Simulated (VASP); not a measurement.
# Si2WC3 (P-4m2) in VASP: notebook

Si2WC3 is run at these levels: PBE; tasks: single point.

Program: VASP 6.6.1. These are calculated values, not measurements. Logs are shortened: lines on timing, memory, paths and dates and some standing lists are left out, and cuts for length are marked.

## Step 1: The cell of the first run

The structure is tetragonal, space group P-4m2 (No. 115). The conventional cell has a = 2.894 Å, b = 2.894 Å, c = 7.337 Å, α = 90.00°, β = 90.00°, γ = 90.00°. Si (site symmetry 2mm) has 5 C at 2.05 to 2.06 Å within 2.7 Å. Within 2.7 Å of W (site symmetry -4m2) lie 4 C at 2.05 Å. C (site symmetry 2mm) has 5 Si at 2.05 to 2.06 Å within 2.7 Å. Within 2.7 Å of C (site symmetry -4m2) lie 4 W at 2.05 Å.

## Step 2: Single point, PBE

File INCAR:

```
SYSTEM = Si2WC3
ALGO = Normal
EDIFF = 1E-6
ENCUT = 600
GGA = PE
GGA_COMPAT = .False.
ISIF = 2
ISMEAR = 0
LASPH = .True.
LCHARG = .False.
LREAL = .False.
LWAVE = .False.
NBANDS = 26
NELM = 120
PREC = Accurate
SIGMA = 0.2
```

File KPOINTS:

```
k-points
0
Gamma
  5 5 3
  0 0 0
```

File POSCAR:

```
Si2WC3
1.0
    2.8935927872      0.0000000000      0.0000000000
    0.0000000000      2.8935927872      0.0000000000
    0.0000000000      0.0000000000      7.3366892715
Si W C
2 1 3
Direct
    0.5000000000      0.0000000000      0.6402570189
    0.0000000000      0.5000000000      0.3597429811
    0.5000000000      0.5000000000      0.0000000000
    0.5000000000      0.0000000000      0.3597031161
    0.0000000000      0.5000000000      0.6402968839
    0.0000000000      0.0000000000      0.0000000000
```

Potentials or basis: VASP PAW PBE potentials, release 64 (Si, W_sv, C).

On the command line:

```console
cat potpaw_PBE.64/Si/POTCAR potpaw_PBE.64/W_sv/POTCAR potpaw_PBE.64/C/POTCAR > POTCAR
mpirun -np 1 vasp_std > vasp.out
```

OUTCAR:

```text
SYSTEM = Si2WC3
   EDIFF = 1E-6
   ENCUT = 600
   GGA = PE
   ISIF = 2
   ISMEAR = 0
   LASPH = .True.
   LREAL = .False.
   NELM = 120
   PREC = Accurate

 ion  position               nearest neighbor table
   1  0.500  0.000  0.640-   5 2.05   5 2.05   5 2.05   5 2.05   4 2.06   2 2.90   2 2.90   2 2.90
                             2 2.90   3 3.01   3 3.01
   2  0.000  0.500  0.360-   4 2.05   4 2.05   4 2.05   4 2.05   5 2.06   1 2.90   1 2.90   1 2.90
                             1 2.90   3 3.01   3 3.01
   3  0.500  0.500  0.000-   6 2.05   6 2.05   6 2.05   6 2.05   2 3.01   2 3.01   1 3.01   1 3.01

   4  0.500  0.000  0.360-   2 2.05   2 2.05   2 2.05   2 2.05   1 2.06
   5  0.000  0.500  0.640-   1 2.05   1 2.05   1 2.05   1 2.05   2 2.06
   6  0.000  0.000  0.000-   3 2.05   3 2.05   3 2.05   3 2.05

  LATTYP: Found a simple tetragonal cell.
 ALAT       =     2.8935927872
 C/A-ratio  =     2.5354947330

  Lattice vectors:

 A1 = (   2.8935927872,   0.0000000000,   0.0000000000)
 A2 = (   0.0000000000,   2.8935927872,   0.0000000000)
 A3 = (   0.0000000000,   0.0000000000,   7.3366892715)

Analysis of symmetry for initial positions (statically):
=====================================================================
 Subroutine PRICEL returns:
 Original cell was already a primitive cell.

 Routine SETGRP: Setting up the symmetry group for a
 simple tetragonal supercell.

 Subroutine GETGRP returns: Found  8 space group operations
 (whereof  8 operations were pure point group operations)
 out of a pool of 16 trial point group operations.

The static configuration has the point symmetry D_2d.

Analysis of symmetry for dynamics (positions and initial velocities):
=====================================================================
 Subroutine PRICEL returns:
 Original cell was already a primitive cell.

 Routine SETGRP: Setting up the symmetry group for a
 simple tetragonal supercell.

 Subroutine GETGRP returns: Found  8 space group operations
 (whereof  8 operations were pure point group operations)
 out of a pool of 16 trial point group operations.

The dynamic configuration has the point symmetry D_2d.

 Subroutine INISYM returns: Found  8 space group operations
 (whereof  8 operations are pure point group operations),
 and found     1 'primitive' translations

----------------------------------------------------------------------------------------

                                     Primitive cell

  volume of cell :      61.4292

  direct lattice vectors                    reciprocal lattice vectors
     2.893592787  0.000000000  0.000000000     0.345591130  0.000000000  0.000000000
     0.000000000  2.893592787  0.000000000     0.000000000  0.345591130  0.000000000
     0.000000000  0.000000000  7.336689272     0.000000000  0.000000000  0.136301261

  length of vectors
     2.893592787  2.893592787  7.336689272     0.345591130  0.345591130  0.136301261

  position of ions in fractional coordinates (direct lattice)
     0.500000000  0.000000000  0.640257019
     0.000000000  0.500000000  0.359742981
     0.500000000  0.500000000  0.000000000
     0.500000000  0.000000000  0.359703116
     0.000000000  0.500000000  0.640296884
     0.000000000  0.000000000  0.000000000

  ion indices of the primitive-cell ions
   primitive index   ion index
                 1           1
                 2           2
                 3           3
                 4           4
                 5           5
                 6           6

----------------------------------------------------------------------------------------

 KPOINTS: k-points

Automatic generation of k-mesh.
 Grid dimensions read from file:
 generate k-points for:    5    5    3

 Generating k-lattice:

  Cartesian coordinates                     Fractional coordinates (reciprocal lattice)
     0.069118226  0.000000000  0.000000000     0.200000000  0.000000000  0.000000000
     0.000000000  0.069118226  0.000000000     0.000000000  0.200000000  0.000000000
     0.000000000  0.000000000  0.045433754     0.000000000  0.000000000  0.333333333

  Length of vectors
     0.069118226  0.069118226  0.045433754

  Shift w.r.t. Gamma in fractional coordinates (k-lattice)
     0.000000000  0.000000000  0.000000000

 Subroutine IBZKPT returns following result:
 ===========================================

 Found     12 irreducible k-points:

 Following reciprocal coordinates:
            Coordinates               Weight
  0.000000  0.000000  0.000000      1.000000
  0.200000  0.000000  0.000000      4.000000
  0.400000  0.000000  0.000000      4.000000
  0.200000  0.200000  0.000000      4.000000
  0.400000  0.200000  0.000000      8.000000
  0.400000  0.400000  0.000000      4.000000
  0.000000  0.000000  0.333333      2.000000
  0.200000  0.000000  0.333333      8.000000
  0.400000  0.000000  0.333333      8.000000
  0.200000  0.200000  0.333333      8.000000
  0.400000  0.200000  0.333333     16.000000
  0.400000  0.400000  0.333333      8.000000
   k-points           NKPTS =     12   k-points in BZ     NKDIM =     12   number of bands    NBANDS=     26
   number of dos      NEDOS =    301   number of ions     NIONS =      6
   total plane-waves  NPLWV =  34560
   dimension x,y,z NGX =    24 NGY =   24 NGZ =   60
   dimension x,y,z NGXF=    48 NGYF=   48 NGZF=  120
   ions per type =               2   1   3
   NGX,Y,Z   is equivalent  to a cutoff of  13.79, 13.79, 13.60 a.u.
   NGXF,Y,Z  is equivalent  to a cutoff of  27.58, 27.58, 27.19 a.u.
 SYSTEM =  Si2WC3
   PREC   = accura    normal or accurate (medium, high low for compatibility)
   ISTART =      0    job   : 0-new  1-cont  2-samecut
   ICHARG =      2    charge: 1-file 2-atom 10-const
   ISPIN  =      1    spin polarized calculation?
   LNONCOLLINEAR =      F non collinear calculations
   LSORBIT =      F    spin-orbit coupling
   LASPH  =      T    aspherical Exc in radial PAW
   ENCUT  =  600.0 eV  44.10 Ry    6.64 a.u.   5.78  5.78 14.65*2*pi/ulx,y,z
   NELM   =    120;   NELMIN=  2; NELMDL= -5     # of ELM steps
   EDIFF  = 0.1E-05   stopping-criterion for ELM
   LREAL  =      F    real-space projection
   EDIFFG = 0.1E-04   stopping-criterion for IOM
   NSW    =      0    number of steps for IOM
   IBRION =     -1    ionic relax: 0-MD 1-quasi-New 2-CG
   NFREE  =      0    steps in history (QN), initial steepest desc. (CG)
   ISIF   =      2    stress and relaxation
   ISYM   =      2    0-nonsym 1-usesym 2-fastsym
   POTIM  = 0.5000    time-step for ionic-motion
   TEBEG  =    0.0;   TEEND  =   0.0 temperature during run
   PSTRESS=    0.0 pullay stress
   NELECT =      34.0000    total number of electrons
   NUPDOWN=      -1.0000    fix difference up-down
   EMIN   =  10.00;   EMAX   =-10.00  energy-range for DOS
   EFERMI =   0.00;   METHOD = LEGACY
   ISMEAR =     0;   SIGMA  =   0.20  broadening in eV -4-tet -1-fermi 0-gaus
   EFERMI_NEDOS =   21; number of points for ismear=-14 and -15
   IALGO  =     38    algorithm
   IMIX   =      4    mixing-type and parameters
     AMIX     =   0.40;   BMIX     =  1.00
     AMIX_MAG =   1.60;   BMIX_MAG =  1.00
  volume/ion in A,a.u.               =      10.24        69.09
  Fermi-wavevector in a.u.,A,eV,Ry     =   1.344135  2.540046 24.581623  1.806698
  Thomas-Fermi vector in A             =   2.472153
   LORBIT       =      0    0 simple, 1 ext, 2 COOP (PROOUT), +10 PAW based schemes
   GGA     = PE    functional components
   LHFCALC =     F    Hartree Fock is set to
   AEXX    =    0.0000 exact exchange contribution
   IVDW    =     0    specifies the selected vdW correction
   LEPSILON=     F    determine dielectric tensor
   LRPA    =     F    only Hartree local field effects (RPA)
 non-spin polarized calculation
 Gauss-broadening in eV      SIGMA  =   0.20
  energy-cutoff  :      600.00
  volume of cell :       61.43
 maximum number of plane-waves:      2072
 NGX is ok and might be reduce to    24
   NGX = 11   NGY = 11   NGZ = 29

 number of electron      33.9999998 magnetization

 Free energy of the ion-electron system (eV)
  ---------------------------------------------------
  ext. energy  EPLUGINS =         0.00000000
  ---------------------------------------------------
  free energy    TOTEN  =       -46.21821401 eV

  energy without entropy =      -46.18778077  energy(sigma->0) =      -46.20299739

 E-fermi :  10.1517     XC(G=0): -12.4160

 val. band max:       10.1415390017   @ k =   0.0000   0.0000   0.3333
 cond. band min:      10.3007472824   @ k =   0.4000   0.4000   0.0000
 fundamental gap:      0.1592082807
 Fermi energy:        10.1516836396

 k-point     1 :       0.0000    0.0000    0.0000
  band No.  band energies     occupation
      1     -64.4588      2.00000
      2     -28.7263      2.00000
      3     -28.4999      2.00000
      4     -28.4999      2.00000
      5      -6.5724      2.00000
      6      -3.5862      2.00000
[... 18 lines left out ...]
     25      15.2686      0.00000
     26      17.3848      0.00000

 k-point     2 :       0.2000    0.0000    0.0000
  band No.  band energies     occupation
      1     -64.4478      2.00000
      2     -28.7226      2.00000
      3     -28.7045      2.00000
      4     -28.4709      2.00000
      5      -5.9368      2.00000
      6      -2.6961      2.00000
[... 18 lines left out ...]
     25      17.5145      0.00000
     26      18.0826      0.00000

 k-point     3 :       0.4000    0.0000    0.0000
  band No.  band energies     occupation
      1     -64.4299      2.00000
      2     -29.0675      2.00000
      3     -28.6693      2.00000
      4     -28.4235      2.00000
      5      -4.0939      2.00000
      6      -1.7727      2.00000
[... 18 lines left out ...]
     25      17.0972      0.00000
     26      17.1712      0.00000

 k-point     4 :       0.2000    0.2000    0.0000
  band No.  band energies     occupation
      1     -64.4367      2.00000
      2     -28.6978      2.00000
      3     -28.6863      2.00000
      4     -28.6832      2.00000
      5      -5.3116      2.00000
      6      -2.1587      2.00000
[... 18 lines left out ...]
     25      17.7815      0.00000
     26      17.8792      0.00000

 k-point     5 :       0.4000    0.2000    0.0000
  band No.  band energies     occupation
      1     -64.4188      2.00000
      2     -29.0344      2.00000
      3     -28.6498      2.00000
      4     -28.6415      2.00000
      5      -3.5027      2.00000
      6      -1.2989      2.00000
[... 18 lines left out ...]
     25      18.1642      0.00000
     26      18.7117      0.00000

 k-point     6 :       0.4000    0.4000    0.0000
  band No.  band energies     occupation
      1     -64.4008      2.00000
      2     -28.9822      2.00000
      3     -28.9780      2.00000
      4     -28.6178      2.00000
      5      -2.1197      2.00000
      6      -1.5874      2.00000
[... 18 lines left out ...]
     25      17.1062      0.00000
     26      18.4019      0.00000

 k-point     7 :       0.0000    0.0000    0.3333
  band No.  band energies     occupation
      1     -64.4588      2.00000
      2     -28.7263      2.00000
      3     -28.4999      2.00000
      4     -28.4999      2.00000
      5      -6.5057      2.00000
      6      -4.1994      2.00000
[... 18 lines left out ...]
     25      16.2732      0.00000
     26      17.1752      0.00000

 k-point     8 :       0.2000    0.0000    0.3333
  band No.  band energies     occupation
      1     -64.4477      2.00000
      2     -28.7226      2.00000
      3     -28.7046      2.00000
      4     -28.4709      2.00000
      5      -5.8808      2.00000
      6      -3.4217      2.00000
[... 18 lines left out ...]
     25      17.4889      0.00000
     26      18.0893      0.00000

 k-point     9 :       0.4000    0.0000    0.3333
  band No.  band energies     occupation
      1     -64.4299      2.00000
      2     -29.0675      2.00000
      3     -28.6693      2.00000
      4     -28.4235      2.00000
      5      -4.0587      2.00000
      6      -1.8881      2.00000
[... 18 lines left out ...]
     25      17.0473      0.00000
     26      17.1497      0.00000

 k-point    10 :       0.2000    0.2000    0.3333
  band No.  band energies     occupation
      1     -64.4367      2.00000
      2     -28.6978      2.00000
      3     -28.6863      2.00000
      4     -28.6832      2.00000
      5      -5.2628      2.00000
      6      -2.7668      2.00000
[... 18 lines left out ...]
     25      17.7691      0.00000
     26      17.8793      0.00000

 k-point    11 :       0.4000    0.2000    0.3333
  band No.  band energies     occupation
      1     -64.4188      2.00000
      2     -29.0344      2.00000
      3     -28.6498      2.00000
      4     -28.6415      2.00000
      5      -3.4657      2.00000
      6      -1.5004      2.00000
[... 18 lines left out ...]
     25      18.4245      0.00000
     26      18.7467      0.00000

 k-point    12 :       0.4000    0.4000    0.3333
  band No.  band energies     occupation
      1     -64.4008      2.00000
      2     -28.9822      2.00000
      3     -28.9780      2.00000
      4     -28.6178      2.00000
      5      -2.0360      2.00000
      6      -1.7003      2.00000
[... 18 lines left out ...]
     25      17.1217      0.00000
     26      17.8283      0.00000

------------------------ aborting loop because EDIFF is reached ----------------------------------------

  FORCE on cell =-STRESS in cart. coord.  units (eV):
  Direction    XX          YY          ZZ          XY          YZ          ZX
  --------------------------------------------------------------------------------------
  -------------------------------------------------------------------------------------
  Total        0.1390129      0.1390129      0.1636979      0.0000000      0.0000000      0.0000000
  in kB        3.6256915      3.6256915      4.2695175      0.0000000      0.0000000      0.0000000
  external PRESSURE =       3.8403002 kB  Pullay stress =       0.0000000 kB

 VOLUME and BASIS-vectors are now :
 -----------------------------------------------------------------------------
  energy-cutoff  :      600.00
  volume of cell :       61.43
      direct lattice vectors                 reciprocal lattice vectors
     2.893592787  0.000000000  0.000000000     0.345591130  0.000000000  0.000000000
     0.000000000  2.893592787  0.000000000     0.000000000  0.345591130  0.000000000
     0.000000000  0.000000000  7.336689272     0.000000000  0.000000000  0.136301261

 POSITION                                       TOTAL-FORCE (eV/Angst)
 -----------------------------------------------------------------------------------
      1.44680      0.00000      4.69737        -0.000000      0.000000     -0.008238
      0.00000      1.44680      2.63932         0.000000      0.000000      0.008238
      1.44680      1.44680      0.00000         0.000000     -0.000000      0.000000
      1.44680      0.00000      2.63903         0.000000      0.000000     -0.021558
      0.00000      1.44680      4.69766         0.000000      0.000000      0.021558
      0.00000      0.00000      0.00000        -0.000000      0.000000      0.000000
 -----------------------------------------------------------------------------------
    total drift:                                0.000000     -0.000000     -0.000000

  FREE ENERGIE OF THE ION-ELECTRON SYSTEM (eV)
  ---------------------------------------------------
  free  energy   TOTEN  =       -46.2182140120 eV

  energy  without entropy=      -46.1877807735  energy(sigma->0) =      -46.20299739
```

Wall time 38 s (1 thread of Intel Xeon 8259CL, shared host); peak memory 0.19 GiB.

Results:

* Free energy: -46.2182 eV
* Pressure: 0.4 GPa
* Largest force: 0.022 eV/Å
* Band gap on the k mesh: zero (band 17 reaches 10.81 eV, above the bottom of band 18 at 9.51 eV)

Forces in eV/Å, atoms in the order of the input:
```
Si   0.000  0.000 -0.008
Si   0.000  0.000  0.008
W    0.000  0.000  0.000
C    0.000  0.000 -0.022
C    0.000  0.000  0.022
C    0.000  0.000  0.000
```

Levels at points of the mesh, in eV from the Fermi level:
```tsv
k point	band 14	band 15	band 16	band 17	band 18	band 19	band 20	band 21
(0.00, 0.00, 0.00)	-1.23	-0.78	-0.11	-0.11	0.26	1.24	1.24	1.35
```

Caveat: the k points lie up to 0.43 Å⁻¹ apart; spin-orbit coupling is left out, which moves the levels of the heavy elements.

## Step 3: Single point, PBE

This run uses another cell than the first one, of 10.95 Å³/atom, 1.070 times its volume.

File INCAR:

```
PREC = Accurate
ENCUT = 600
EDIFF = 1E-6
ISMEAR = 0
SIGMA = 0.2
LREAL = False
LASPH = True
NELM = 120
ALGO = Normal
ISIF = 2
LWAVE = False
LCHARG = False
GGA = PE
NBANDS = 26
GGA_COMPAT = False
```

File KPOINTS:

```
regular mesh
0
Gamma
  4 4 3
```

File POSCAR:

```
Si2WC3
1.0
    3.1714281776      0.0000000000      0.0000000000
    0.0000000000      3.1714281776      0.0000000000
    0.0000000000      0.0000000000      6.5349361782
Si W C
2 1 3
Direct
    0.0000000000      0.5000000000      0.1790105525
    0.5000000000      0.0000000000      0.8209894475
    0.0000000000      0.0000000000      0.5000000000
    0.5000000000      0.5000000000      0.0000000000
    0.0000000000      0.0000000000      0.0000000000
    0.5000000000      0.5000000000      0.5000000000
```

Potentials or basis: VASP PAW PBE potentials, release 64 (Si, W_sv, C).

On the command line:

```console
cat potpaw_PBE.64/Si/POTCAR potpaw_PBE.64/W_sv/POTCAR potpaw_PBE.64/C/POTCAR > POTCAR
mpirun -np 1 vasp_std > vasp.out
```

Run time: 56 s. Hardware: 1 thread of Intel Xeon 8259CL, shared host; peak memory 0.2 GiB.

The run converged. Its results:

```yaml
Free_energy: -44.1910 eV
Pressure: 0.2 GPa
Largest_force: 0.025 eV/Å
Band_gap_on_the_k_mesh: zero (band 17 reaches 9.62 eV, above the bottom of band 18 at 8.76 eV)
```

Forces on the atoms (eV/Å):
```
Si   0.000  0.000 -0.025
Si   0.000  0.000  0.025
W    0.000  0.000  0.000
C    0.000  0.000  0.000
C    0.000  0.000  0.000
C    0.000  0.000  0.000
```

Stress tensor (GPa, compression positive):
```
0.09 0.00 0.00
0.00 0.09 0.00
0.00 0.00 0.33
```

Levels at points of the mesh, in eV from the Fermi level:
```tsv
k point	band 13	band 14	band 15	band 16	band 17	band 18	band 19	band 20	band 21	band 22
(0.00, 0.00, 0.00)	-2.94	-1.11	-1.02	-1.02	-0.79	-0.79	0.77	2.07	2.07	2.67
(0.50, 0.00, 0.00)	-3.25	-3.18	-3.07	-1.29	-1.23	0.06	0.28	1.16	2.21	3.16
(0.50, 0.50, 0.00)	-5.37	-2.87	-2.87	-2.08	-1.05	2.55	2.55	2.76	3.89	3.91
```

Caveat: the k points lie up to 0.50 Å⁻¹ apart; spin-orbit coupling is left out, which moves the levels of the heavy elements.
